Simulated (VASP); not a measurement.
Set up this calculation in VASP 6.6.1, as the native input.

- Task: single point
- Functional: PBE
- Potentials or basis: VASP PAW PBE potentials, release 64 (Hf_pv, C)
- Cutoff: 520 eV
- k mesh: 6 × 6 × 6
- Occupations: gaussian, width 0.1 eV
- Spin: no spin polarisation
- Dipole correction: no
- Further INCAR settings: ALGO = Normal; EDIFF = 1e-07; NBANDS = 19

The structure of HfC3 lies in POSCAR:

```
HfC3
1.0
   -1.5862321829      1.5862321829      3.8783642836
    1.5862321829     -1.5862321829      3.8783642836
    1.5862321829      1.5862321829     -3.8783642836
Hf C
1 3
Direct
    0.0000000000      0.0000000000      0.0000000000
    0.7500000000      0.2500000000      0.5000000000
    0.2500000000      0.7500000000      0.5000000000
    0.5000000000      0.5000000000      0.0000000000
```

These files were run (other wordings do the same):

INCAR

```
SYSTEM = HfC3
  PREC = Accurate
  ENCUT = 520
  EDIFF = 1E-7
  ISMEAR = 0
  SIGMA = 0.1
  LREAL = .FALSE.
  LASPH = .TRUE.
  NELM = 80
  ALGO = Normal
  ISIF = 2
  LWAVE = .FALSE.
  LCHARG = .FALSE.
  GGA = PE
  NBANDS = 19
```

KPOINTS

```
Automatic mesh
0
G
  6 6 6
  0 0 0
```

Potentials or basis: VASP PAW PBE potentials, release 64 (Hf_pv, C).

Run with:

```console
$ cat potpaw_PBE.64/Hf_pv/POTCAR potpaw_PBE.64/C/POTCAR > POTCAR
$ mpirun -np 1 vasp_std > vasp.out
```

It gave:

```yaml
Pressure: -0.9 GPa
Band_gap_on_the_k_mesh: zero (band 11 reaches 7.57 eV, above the bottom of band 12 at 6.09 eV)
```

Caveat: the k points lie up to 0.47 Å⁻¹ apart; spin-orbit coupling is left out, which moves the levels of the heavy elements.

Wall time 18 s on 1 thread of Intel(R) Xeon(R) Platinum 8559C (Emerald Rapids) (shared host), peak memory 0.2 GiB.
